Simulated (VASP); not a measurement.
A run of VASP 6.6.1 is set up as follows.

INCAR

```
PREC = Accurate ; ENCUT = 520
EDIFF = 1E-8 ; ISMEAR = 0
SIGMA = 0.01 ; LREAL = F
LASPH = T ; NELM = 60
ALGO = Normal ; ISIF = 2
LWAVE = F ; LCHARG = F
METAGGA = R2SCAN ; LMIXTAU = T
LCALCEPS = T
```

KPOINTS

```
Automatic mesh
0
Gamma
  6 6 6
```

Contents of POSCAR:

```
GaP
1.0
    0.0000000000      2.7253992874      2.7253992874
    2.7253992874      0.0000000000      2.7253992874
    2.7253992874      2.7253992874      0.0000000000
Ga P
1 1
Direct
    0.0000000000      0.0000000000      0.0000000000
    0.2500000000      0.2500000000      0.2500000000
```

Potentials or basis: VASP PAW PBE potentials, release 64 (Ga_d, P).

The run is started by

```console
$ cat potpaw_PBE.64/Ga_d/POTCAR potpaw_PBE.64/P/POTCAR > POTCAR
$ mpirun -np 1 vasp_std > vasp.out
```

Task: Predict the electronic dielectric tensor (diagonal).

Result: 9.02.

Task: Predict the Born charges (mean of the diagonal).

Result: Ga +2.16; P -2.16 e.

Task: What does it give for the band gap on the k mesh?

Result: 1.91 eV, indirect (least direct gap 2.34 eV).

Electronic dielectric tensor:
```
9.02 0.00 0.00
0.00 9.02 0.00
0.00 0.00 9.02
```

 A k mesh can miss the band edges.
